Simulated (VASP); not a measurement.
# TiO2 (P4_2/mnm) in VASP: a series of runs

TiO2 is run at these levels: PBE; tasks: single point.

All numbers are computed with VASP 6.6.1; they aren't measurements. Logs are shortened: lines on timing, memory, paths and dates and some standing lists are left out, and cuts for length are marked.

**The experiment to reproduce.**

From “Shallow Valence Band of Rutile GeO2 and P-type Doping”, 2020, arxiv:2011.08928, for a bulk crystal of TiO2 at 1.6 K: band gap 3.03 eV (direct).

How close the calculation comes is told below.

### 1 The cell of the first run

It takes space group P4_2/mnm (No. 136, tetragonal). Conventional cell: a = 4.643 Å, b = 4.643 Å, c = 2.964 Å, α = 90.00°, β = 90.00°, γ = 90.00°. Within 2.6 Å of Ti (site symmetry mmm) lie 6 O at 1.96 to 2.00 Å. O (site symmetry m2m) has 3 Ti at 1.96 to 2.00 Å and 1 O at 2.56 Å within 2.6 Å.

### 2 Single point, PBE

File INCAR:

```
ALGO = Normal
EDIFF = 1E-6
ENCUT = 520
GGA = PE
ISIF = 2
ISMEAR = 0
LASPH = True
LCHARG = False
LREAL = False
LWAVE = False
NBANDS = 33
NELM = 100
PREC = Accurate
SIGMA = 0.02
```

File KPOINTS:

```
k-points
0
Gamma
  6 6 10
```

File POSCAR:

```
TiO2
1.0
    4.6430305413      0.0000000000      0.0000000000
    0.0000000000      4.6430305413      0.0000000000
    0.0000000000      0.0000000000      2.9640697044
Ti O
2 4
Direct
    0.0000000000      0.0000000000      0.0000000000
    0.5000000000      0.5000000000      0.5000000000
    0.3050959782      0.3050959782      0.0000000000
    0.1949040218      0.8050959782      0.5000000000
    0.6949040218      0.6949040218      0.0000000000
    0.8050959782      0.1949040218      0.5000000000
```

Potentials or basis: VASP PAW PBE potentials, release 64 (Ti_sv, O).

Started as:

```console
> cat potpaw_PBE.64/Ti_sv/POTCAR potpaw_PBE.64/O/POTCAR > POTCAR
> mpirun -np 1 vasp_std > vasp.out
```

OUTCAR:

```text
EDIFF = 1E-6
   ENCUT = 520
   GGA = PE
   ISIF = 2
   ISMEAR = 0
   LASPH = True
   LREAL = False
   NELM = 100
   PREC = Accurate

 ion  position               nearest neighbor table
   1  0.000  0.000  0.000-   4 1.96   6 1.96   4 1.96   6 1.96   5 2.00   3 2.00
   2  0.500  0.500  0.500-   3 1.96   5 1.96   3 1.96   5 1.96   4 2.00   6 2.00
   3  0.305  0.305  0.000-   2 1.96   2 1.96   1 2.00
   4  0.195  0.805  0.500-   1 1.96   1 1.96   2 2.00
   5  0.695  0.695  0.000-   2 1.96   2 1.96   1 2.00
   6  0.805  0.195  0.500-   1 1.96   1 1.96   2 2.00

  LATTYP: Found a simple tetragonal cell.
 ALAT       =     4.6430305413
 C/A-ratio  =     0.6383911710

  Lattice vectors:

 A1 = (   4.6430305413,   0.0000000000,   0.0000000000)
 A2 = (   0.0000000000,   4.6430305413,   0.0000000000)
 A3 = (   0.0000000000,   0.0000000000,   2.9640697044)

Analysis of symmetry for initial positions (statically):
=====================================================================
 Subroutine PRICEL returns:
 Original cell was already a primitive cell.

 Routine SETGRP: Setting up the symmetry group for a
 simple tetragonal supercell.

 Subroutine GETGRP returns: Found 16 space group operations
 (whereof  8 operations were pure point group operations)
 out of a pool of 16 trial point group operations.

The static configuration has the point symmetry D_2h.
 The point group associated with its full space group is D_4h.

Analysis of symmetry for dynamics (positions and initial velocities):
=====================================================================
 Subroutine PRICEL returns:
 Original cell was already a primitive cell.

 Routine SETGRP: Setting up the symmetry group for a
 simple tetragonal supercell.

 Subroutine GETGRP returns: Found 16 space group operations
 (whereof  8 operations were pure point group operations)
 out of a pool of 16 trial point group operations.

The dynamic configuration has the point symmetry D_2h.
 The point group associated with its full space group is D_4h.

 Subroutine INISYM returns: Found 16 space group operations
 (whereof  8 operations are pure point group operations),
 and found     1 'primitive' translations

----------------------------------------------------------------------------------------

                                     Primitive cell

  volume of cell :      63.8986

  direct lattice vectors                    reciprocal lattice vectors
     4.643030541  0.000000000  0.000000000     0.215376572  0.000000000  0.000000000
     0.000000000  4.643030541  0.000000000     0.000000000  0.215376572  0.000000000
     0.000000000  0.000000000  2.964069704     0.000000000  0.000000000  0.337373982

  length of vectors
     4.643030541  4.643030541  2.964069704     0.215376572  0.215376572  0.337373982

  position of ions in fractional coordinates (direct lattice)
     0.000000000  0.000000000  0.000000000
     0.500000000  0.500000000  0.500000000
     0.305095978  0.305095978  0.000000000
     0.194904022  0.805095978  0.500000000
     0.694904022  0.694904022  0.000000000
     0.805095978  0.194904022  0.500000000

  ion indices of the primitive-cell ions
   primitive index   ion index
                 1           1
                 2           2
                 3           3
                 4           4
                 5           5
                 6           6

----------------------------------------------------------------------------------------

 KPOINTS: k-points

Automatic generation of k-mesh.
 Grid dimensions read from file:
 generate k-points for:    6    6   10

 Generating k-lattice:

  Cartesian coordinates                     Fractional coordinates (reciprocal lattice)
     0.035896095  0.000000000  0.000000000     0.166666667  0.000000000  0.000000000
     0.000000000  0.035896095  0.000000000     0.000000000  0.166666667  0.000000000
     0.000000000  0.000000000  0.033737398     0.000000000  0.000000000  0.100000000

  Length of vectors
     0.035896095  0.035896095  0.033737398

  Shift w.r.t. Gamma in fractional coordinates (k-lattice)
     0.000000000  0.000000000  0.000000000

 Subroutine IBZKPT returns following result:
 ===========================================

 Found     60 irreducible k-points:

 Following reciprocal coordinates:
            Coordinates               Weight
  0.000000  0.000000  0.000000      1.000000
  0.166667  0.000000  0.000000      4.000000
  0.333333  0.000000  0.000000      4.000000
  0.500000  0.000000  0.000000      2.000000
  0.166667  0.166667  0.000000      4.000000
  0.333333  0.166667  0.000000      8.000000
[... 16 lines left out ...]
  0.333333  0.000000  0.200000      8.000000
  0.500000  0.000000  0.200000      4.000000
 [... further k-points ...]
   k-points           NKPTS =     60   k-points in BZ     NKDIM =     60   number of bands    NBANDS=     33
   number of dos      NEDOS =    301   number of ions     NIONS =      6
   total plane-waves  NPLWV =  31104
   dimension x,y,z NGX =    36 NGY =   36 NGZ =   24
   dimension x,y,z NGXF=    72 NGYF=   72 NGZF=   48
   ions per type =               2   4
   NGX,Y,Z   is equivalent  to a cutoff of  12.89, 12.89, 13.46 a.u.
   NGXF,Y,Z  is equivalent  to a cutoff of  25.78, 25.78, 26.92 a.u.
 SYSTEM =  unknown system
   PREC   = accura    normal or accurate (medium, high low for compatibility)
   ISTART =      0    job   : 0-new  1-cont  2-samecut
   ICHARG =      2    charge: 1-file 2-atom 10-const
   ISPIN  =      1    spin polarized calculation?
   LNONCOLLINEAR =      F non collinear calculations
   LSORBIT =      F    spin-orbit coupling
   LASPH  =      T    aspherical Exc in radial PAW
   ENCUT  =  520.0 eV  38.22 Ry    6.18 a.u.   8.63  8.63  5.51*2*pi/ulx,y,z
   NELM   =    100;   NELMIN=  2; NELMDL= -5     # of ELM steps
   EDIFF  = 0.1E-05   stopping-criterion for ELM
   LREAL  =      F    real-space projection
   EDIFFG = 0.1E-04   stopping-criterion for IOM
   NSW    =      0    number of steps for IOM
   IBRION =     -1    ionic relax: 0-MD 1-quasi-New 2-CG
   NFREE  =      0    steps in history (QN), initial steepest desc. (CG)
   ISIF   =      2    stress and relaxation
   ISYM   =      2    0-nonsym 1-usesym 2-fastsym
   POTIM  = 0.5000    time-step for ionic-motion
   TEBEG  =    0.0;   TEEND  =   0.0 temperature during run
   PSTRESS=    0.0 pullay stress
   NELECT =      48.0000    total number of electrons
   NUPDOWN=      -1.0000    fix difference up-down
   EMIN   =  10.00;   EMAX   =-10.00  energy-range for DOS
   EFERMI =   0.00;   METHOD = LEGACY
   ISMEAR =     0;   SIGMA  =   0.02  broadening in eV -4-tet -1-fermi 0-gaus
   EFERMI_NEDOS =   21; number of points for ismear=-14 and -15
   IALGO  =     38    algorithm
   IMIX   =      4    mixing-type and parameters
     AMIX     =   0.40;   BMIX     =  1.00
     AMIX_MAG =   1.60;   BMIX_MAG =  1.00
  volume/ion in A,a.u.               =      10.65        71.87
  Fermi-wavevector in a.u.,A,eV,Ry     =   1.488189  2.812269 30.132910  2.214706
  Thomas-Fermi vector in A             =   2.601255
   LORBIT       =      0    0 simple, 1 ext, 2 COOP (PROOUT), +10 PAW based schemes
   GGA     = PE    functional components
   LHFCALC =     F    Hartree Fock is set to
   AEXX    =    0.0000 exact exchange contribution
   IVDW    =     0    specifies the selected vdW correction
   LEPSILON=     F    determine dielectric tensor
   LRPA    =     F    only Hartree local field effects (RPA)
 non-spin polarized calculation
 Gauss-broadening in eV      SIGMA  =   0.02
  energy-cutoff  :      520.00
  volume of cell :       63.90
 maximum number of plane-waves:      1748
 NGX is ok and might be reduce to    36
   NGX = 17   NGY = 17   NGZ = 11

 number of electron      48.0000021 magnetization

 Free energy of the ion-electron system (eV)
  ---------------------------------------------------
  ext. energy  EPLUGINS =         0.00000000
  ---------------------------------------------------
  free energy    TOTEN  =       -53.67623347 eV

  energy without entropy =      -53.67623347  energy(sigma->0) =      -53.67623347

 E-fermi :   4.6976     XC(G=0): -11.2850

 val. band max:        4.5785716869   @ k =   0.0000   0.0000   0.0000
 cond. band min:       6.4122939509   @ k =   0.0000   0.0000   0.0000
 fundamental gap:      1.8337222640
 Fermi energy:         4.6975795933

 k-point     1 :       0.0000    0.0000    0.0000
  band No.  band energies     occupation
      1     -52.3818      2.00000
      2     -52.3669      2.00000
      3     -28.6686      2.00000
      4     -28.6686      2.00000
      5     -28.5187      2.00000
      6     -28.5187      2.00000
[... 25 lines left out ...]
     32      11.0470      0.00000
     33      11.0472      0.00000

 k-point     2 :       0.1667    0.0000    0.0000
  band No.  band energies     occupation
      1     -52.3808      2.00000
      2     -52.3679      2.00000
      3     -28.6608      2.00000
      4     -28.6602      2.00000
      5     -28.5280      2.00000
      6     -28.5273      2.00000
[... 25 lines left out ...]
     32      10.9611      0.00000
     33      10.9789      0.00000

 k-point     3 :       0.3333    0.0000    0.0000
  band No.  band energies     occupation
      1     -52.3781      2.00000
      2     -52.3706      2.00000
      3     -28.6405      2.00000
      4     -28.6388      2.00000
      5     -28.5512      2.00000
      6     -28.5494      2.00000
[... 25 lines left out ...]
     32      10.7896      0.00000
     33      10.8236      0.00000

 k-point     4 :       0.5000    0.0000    0.0000
  band No.  band energies     occupation
      1     -52.3743      2.00000
      2     -52.3743      2.00000
      3     -28.6235      2.00000
      4     -28.6235      2.00000
      5     -28.5672      2.00000
      6     -28.5672      2.00000
[... 25 lines left out ...]
     32      10.4567      0.00000
     33      10.7192      0.00000

 k-point     5 :       0.1667    0.1667    0.0000
  band No.  band energies     occupation
      1     -52.3799      2.00000
      2     -52.3688      2.00000
      3     -28.6713      2.00000
      4     -28.6376      2.00000
      5     -28.5518      2.00000
      6     -28.5171      2.00000
[... 604 lines left out ...]
 k-point    22 :       0.1667    0.0000    0.2000
  band No.  band energies     occupation
      1     -52.3663      2.00000
      2     -52.3558      2.00000
      3     -28.6378      2.00000
      4     -28.6238      2.00000
      5     -28.6083      2.00000
      6     -28.6051      2.00000
[... 25 lines left out ...]
     32      10.3498      0.00000
     33      10.5639      0.00000

 k-point    23 :       0.3333    0.0000    0.2000
  band No.  band energies     occupation
      1     -52.3640      2.00000
      2     -52.3580      2.00000
      3     -28.6390      2.00000
      4     -28.6206      2.00000
      5     -28.6022      2.00000
      6     -28.5895      2.00000
[... 25 lines left out ...]
     32       9.9606      0.00000
     33      10.5648      0.00000

 k-point    24 :       0.5000    0.0000    0.2000
  band No.  band energies     occupation
      1     -52.3610      2.00000
      2     -52.3610      2.00000
      3     -28.6316      2.00000
      4     -28.6316      2.00000
      5     -28.5858      2.00000
      6     -28.5858      2.00000
[... 25 lines left out ...]
     32       9.7628      0.00000
     33      10.9157      0.00000

 [... further k-points ...]

------------------------ aborting loop because EDIFF is reached ----------------------------------------

  FORCE on cell =-STRESS in cart. coord.  units (eV):
  Direction    XX          YY          ZZ          XY          YZ          ZX
  --------------------------------------------------------------------------------------
  -------------------------------------------------------------------------------------
  Total        0.2267789      0.2267789      0.3435248     -0.0000000      0.0000000      0.0000000
  in kB        5.6861951      5.6861951      8.6134512     -0.0000000      0.0000000      0.0000000
  external PRESSURE =       6.6619471 kB  Pullay stress =       0.0000000 kB

 VOLUME and BASIS-vectors are now :
 -----------------------------------------------------------------------------
  energy-cutoff  :      520.00
  volume of cell :       63.90
      direct lattice vectors                 reciprocal lattice vectors
     4.643030541  0.000000000  0.000000000     0.215376572  0.000000000  0.000000000
     0.000000000  4.643030541  0.000000000     0.000000000  0.215376572  0.000000000
     0.000000000  0.000000000  2.964069704     0.000000000  0.000000000  0.337373982

 POSITION                                       TOTAL-FORCE (eV/Angst)
 -----------------------------------------------------------------------------------
      0.00000      0.00000      0.00000         0.000000     -0.000000     -0.000000
      2.32152      2.32152      1.48203         0.000000     -0.000000     -0.000000
      1.41657      1.41657      0.00000        -0.017612     -0.017612      0.000000
      0.90495      3.73809      1.48203         0.017612     -0.017612     -0.000000
      3.22646      3.22646      0.00000         0.017612      0.017612     -0.000000
      3.73809      0.90495      1.48203        -0.017612      0.017612     -0.000000
 -----------------------------------------------------------------------------------
    total drift:                                0.000000      0.000000     -0.000000

  FREE ENERGIE OF THE ION-ELECTRON SYSTEM (eV)
  ---------------------------------------------------
  free  energy   TOTEN  =       -53.6762334725 eV

  energy  without entropy=      -53.6762334725  energy(sigma->0) =      -53.67623347
```

Run time: 1.8 min. Hardware: 1 thread of Intel Xeon 6975P-C, shared host; peak memory 0.24 GiB.

Results:

```yaml
Free_energy: -53.6762 eV
Pressure: 0.7 GPa
Largest_force: 0.025 eV/Å
Band_gap_on_the_k_mesh: 1.83 eV, direct
```

Forces in eV/Å, atoms in the order of the input:
```
Ti   0.000  0.000  0.000
Ti   0.000  0.000  0.000
O   -0.018 -0.018  0.000
O    0.018 -0.018  0.000
O    0.018  0.018  0.000
O   -0.018  0.018  0.000
```

### 3 Single point, PBE

File INCAR:

```
SYSTEM = TiO2
  ALGO = Normal
  EDIFF = 1E-6
  ENCUT = 520
  GGA = PE
  ISIF = 2
  ISMEAR = 0
  LASPH = .TRUE.
  LCHARG = .FALSE.
  LREAL = .FALSE.
  LWAVE = .FALSE.
  NBANDS = 33
  NELM = 100
  PREC = Accurate
  SIGMA = 0.02
```

File KPOINTS:

```
k-points
0
G
  6 6 10
  0 0 0
```

POSCAR is that of step 2.

Potentials or basis: VASP PAW PBE potentials, release 64 (Ti_sv, O).

Started as:

```console
> cat potpaw_PBE.64/Ti_sv/POTCAR potpaw_PBE.64/O/POTCAR > POTCAR
> mpirun -np 1 vasp_std > vasp.out
```

Run time: 1.8 min. Hardware: 1 thread of Intel Xeon 6975P-C, shared host; peak memory 0.24 GiB.

It converged, with:

| Property | Result |
| --- | --- |
| Free energy | -53.6762 eV |
| Pressure | 0.7 GPa |
| Largest force | 0.025 eV/Å |
| Band gap on the k mesh | 1.83 eV, direct |

Forces in eV/Å, atoms in the order of the input:
```
Ti   0.000  0.000  0.000
Ti   0.000  0.000  0.000
O   -0.018 -0.018  0.000
O    0.018 -0.018  0.000
O    0.018  0.018  0.000
O   -0.018  0.018  0.000
```

Stress tensor (GPa, compression positive):
```
0.57 0.00 0.00
0.00 0.57 0.00
0.00 0.00 0.86
```

Levels at points of the mesh, in eV from the valence-band top:
| k point | band 22 | band 23 | band 24 | band 25 | band 26 | band 27 |
| --- | --- | --- | --- | --- | --- | --- |
| (0.00, 0.00, 0.00) | -0.43 | -0.43 | 0.00 | 1.83 | 2.12 | 2.39 |
| (0.50, 0.00, 0.00) | -1.55 | -0.71 | -0.71 | 2.48 | 2.48 | 2.95 |
| (0.50, 0.50, 0.00) | -1.25 | -1.04 | -1.04 | 1.87 | 1.87 | 2.48 |
| (0.00, 0.00, 0.50) | -2.23 | -1.40 | -1.40 | 2.88 | 2.88 | 3.14 |
| (0.50, 0.00, 0.50) | -1.99 | -0.99 | -0.99 | 1.88 | 1.88 | 3.16 |
| (0.50, 0.50, 0.50) | -1.21 | -0.67 | -0.67 | 2.53 | 2.53 | 3.15 |

### 4 Single point, PBE, collinear spin, ferromagnetic start

This run uses another cell than the first one, of 10.41 Å³/atom, 0.977 times its volume.

File INCAR:

```
SYSTEM = TiO2
ALGO = Normal ; EDIFF = 1E-6
ENCUT = 520 ; GGA = PE
ISIF = 2 ; ISMEAR = 0
ISPIN = 2 ; LASPH = .True.
LCHARG = .False. ; LMAXMIX = 4
LORBIT = 11 ; LREAL = .False.
LWAVE = .False. ; MAGMOM = 1 1 0 0 0 0
NBANDS = 37 ; NELM = 150
PREC = Accurate ; SIGMA = 0.1
```

File KPOINTS:

```
k-points
0
Gamma
  4 4 6
  0 0 0
```

File POSCAR:

```
TiO2
1.0
    4.5939998600      0.0000000000      0.0000000000
    0.0000000000      4.5939998600      0.0000000000
    0.0000000000      0.0000000000      2.9590001100
Ti O
2 4
Direct
    0.0000000000      0.0000000000      0.0000000000
    0.5000000000      0.5000000000      0.5000000000
    0.3059999900      0.3059999900      0.0000000000
    0.1940000100      0.8059999900      0.5000000000
    0.6940000100      0.6940000100      0.0000000000
    0.8059999900      0.1940000100      0.5000000000
```

Started as:

```console
> cat potpaw_PBE.64/Ti_sv/POTCAR potpaw_PBE.64/O/POTCAR > POTCAR
> mpirun -np 1 vasp_std > vasp.out
```

It took 1.9 min on 1 thread of Intel Xeon 6975P-C, shared host; peak memory 0.24 GiB.

It converged, with:

| Item | Value |
| --- | --- |
| Free energy | -53.6393 eV |
| Pressure | 6.1 GPa |
| Largest force | 0.263 eV/Å |
| Band gap on the k mesh | 1.91 eV, direct |
| Net moment | 0.00 μB per cell |
| Valence electrons inside the program's atomic spheres | Ti 10.24; O 5.08 |

Forces in eV/Å, atoms in the order of the input:
```
Ti   0.000  0.000  0.000
Ti   0.000  0.000  0.000
O   -0.186 -0.186  0.000
O    0.186 -0.186  0.000
O    0.186  0.186  0.000
O   -0.186  0.186  0.000
```

Stress tensor (GPa, compression positive):
```
6.27 0.00 0.00
0.00 6.27 0.00
0.00 0.00 5.83
```

Levels at points of the mesh, in eV from the valence-band top:
Spin up:
```tsv
k point	band 20	band 21	band 22	band 23	band 24	band 25	band 26	band 27	band 28	band 29
(0.00, 0.00, 0.00)	-1.96	-0.69	-0.42	-0.42	0.00	1.91	2.24	2.45	2.52	2.52
(0.50, 0.00, 0.00)	-2.99	-1.61	-1.61	-0.74	-0.74	2.59	2.59	3.02	3.02	3.59
(0.50, 0.50, 0.00)	-2.16	-1.29	-1.29	-1.01	-1.01	1.96	1.96	2.54	2.54	3.85
(0.00, 0.00, 0.50)	-2.71	-2.33	-2.33	-1.41	-1.41	2.96	2.96	3.17	3.17	3.71
(0.50, 0.00, 0.50)	-2.36	-2.04	-2.04	-1.02	-1.02	1.93	1.93	3.20	3.20	3.94
(0.50, 0.50, 0.50)	-2.68	-1.25	-1.25	-0.67	-0.67	2.59	2.59	3.22	3.22	3.26
```
Spin down:
```
           k point  band 21  band 22  band 23  band 24  band 25  band 26  band 27  band 28
(0.00, 0.00, 0.00)    -0.69    -0.42    -0.42     0.00     1.91     2.24     2.45     2.52
(0.50, 0.00, 0.00)    -1.61    -1.61    -0.74    -0.74     2.59     2.59     3.02     3.02
(0.50, 0.50, 0.00)    -1.29    -1.29    -1.01    -1.01     1.96     1.96     2.54     2.54
(0.00, 0.00, 0.50)    -2.33    -2.33    -1.41    -1.41     2.96     2.96     3.17     3.17
(0.50, 0.00, 0.50)    -2.04    -2.04    -1.02    -1.02     1.93     1.93     3.20     3.20
(0.50, 0.50, 0.50)    -1.25    -1.25    -0.67    -0.67     2.59     2.59     3.22     3.22
```

A k mesh can miss the band edges. PBE gaps usually lie below the measured ones, often by a third to a half.

### 5 How close it comes

Step 2. Measured gap of TiO2: 3.03 eV (direct; 1.6 K; quoted in “Shallow Valence Band of Rutile GeO2 and P-type Doping”, 2020, arxiv:2011.08928). This calculation gives 1.83 eV (-1.20 eV). 2 values of this kind are on record in papers (3.03 to 3.05 eV); this one was drawn at random among those near their median. The value is that of PBE on a finite k mesh, which can miss the band edges, without temperature or zero-point motion. Semilocal functionals fall short of measured gaps as a rule.

Step 3. A measured gap of TiO2 is 3.03 eV (direct; 1.6 K; quoted in “Shallow Valence Band of Rutile GeO2 and P-type Doping”, 2020, arxiv:2011.08928); the calculated 1.83 eV misses it by -1.20 eV. 2 values of this kind are on record in papers (3.03 to 3.05 eV); this one was drawn at random among those near their median. The value is that of PBE on a finite k mesh, which can miss the band edges, without temperature or zero-point motion. Semilocal functionals fall short of measured gaps as a rule.
